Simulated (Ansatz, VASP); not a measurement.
## Two plane-wave programs on HC4

```xyz
10
Lattice="4.9314 0.0000 0.0000 -2.4657 4.2707 0.0000 0.0000 0.0000 18.0000" Properties=species:S:1:pos:R:3 pbc="T T T"
C     0.0000    1.4236    4.0000
C    -1.2329    3.5589    4.0000
C     2.4657    1.4236    4.0000
C     1.2329    3.5589    4.0000
C     1.2329    0.7118    4.0000
C     0.0000    2.8471    4.0000
C     3.6986    0.7118    4.0000
C     2.4657    2.8471    4.0000
H     0.4289    0.7429    6.0500
H     0.8039    1.3924    6.0500
```

Alike in both runs: task single point; functional PBE; dispersion D3(BJ); k mesh 6 × 6 × 1; occupations gaussian, width 0.1 eV; no spin polarisation.

```csv
,VASP,Ansatz
version,VASP 6.6.1,Ansatz 0.2.0
potentials or method,"VASP PAW PBE potentials, release 64 (C, H), cutoff 520 eV","scalar-relativistic, plane waves, PAW"
valence electrons in the cell,34,34
```

VASP gave:

```
gap on the k mesh at the Fermi level (eV) : 0.08
least direct gap on the mesh (eV)         : 0.08
rms of the force components (eV/Å)        : 0.366
```

Q: Estimate Ansatz's values.

A: gap on the k mesh at the Fermi level (eV): 0.08; least direct gap on the mesh (eV): 0.08; rms of the force components (eV/Å): 0.364.

Atom by atom the forces differ by 0.007 eV/Å (rms over components). Ansatz's warnings: structure snapped to symmetry.
